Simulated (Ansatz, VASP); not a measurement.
HfB in VASP and in Ansatz

File INCAR:

```
SYSTEM = HfB
PREC = Accurate
ENCUT = 520
EDIFF = 1E-8
ISMEAR = -1
SIGMA = 0.05
LREAL = .FALSE.
LASPH = .TRUE.
NELM = 80
ALGO = Normal
ISIF = 2
LWAVE = .FALSE.
LCHARG = .FALSE.
GGA = CA
LEFG = .TRUE.
NBANDS = 14
```

The input KPOINTS:

```
Automatic mesh
0
G
  15 15 15
  0 0 0
```

Contents of POSCAR:

```
HfB
1.0
    0.0000000000      2.2869000000      2.3100000000
    2.2869000000      0.0000000000      2.3100000000
    2.2869000000      2.2869000000      0.0000000000
Hf B
1 1
Direct
    0.5000000000      0.5000000000      0.5000000000
    0.0000000000      0.0000000000      0.0000000000
```

Input for Ansatz:

```yaml
crystal:
  lattice:
    - [0.0, 2.2869, 2.31]
    - [2.2869, 0.0, 2.31]
    - [2.2869, 2.2869, 0.0]
  atoms:
    - { symbol: Hf, position: [0.5, 0.5, 0.5] }
    - { symbol: B, position: [0.0, 0.0, 0.0] }
kpoints:
  mp_grid: { grid: [15, 15, 15] }
scf:
  occupations: { method: fermi_dirac, width: 0.05 }
hamiltonian:
  xc: lda
  pseudopotentials: { kind: all_electron, datasets: crystal }
output:
  forces: true
  stress: true
  eigenvalues: true
  efg: { contact_densities: true }
```

Change from the starting cell: equal xx and yy strain of -1 %, crystal datasets.

Alike in both runs: task electric field gradients; functional LDA; k mesh 15 × 15 × 15; occupations fermi-dirac, width 0.05 eV; no spin polarisation.

```csv
,VASP,Ansatz
version,VASP 6.6.1,Ansatz 0.2.0
potentials or method,"VASP PAW LDA potentials, release 64 (Hf_pv, B), cutoff 520 eV","all-electron PAW with datasets made for the crystal, scalar-relativistic"
```

Ansatz gave:

- pressure (GPa): 23.6
- traceless stress, the component that is largest in VASP (GPa): -3.44
- size of Vzz on the site where it differs most (V/Å²): 19.8

Problem. Which values does VASP return?

Solution. Pressure (GPa): 25.6; traceless stress, the component that is largest in VASP (GPa): -3.52; size of Vzz on the site where it differs most (V/Å²): 16.3.

LDA's correlation is that of Perdew and Zunger in VASP and of Perdew and Wang (1992) in Ansatz. Ansatz ran all-electron here, and VASP with PAW potentials.

Neither program's run includes spin-orbit coupling.
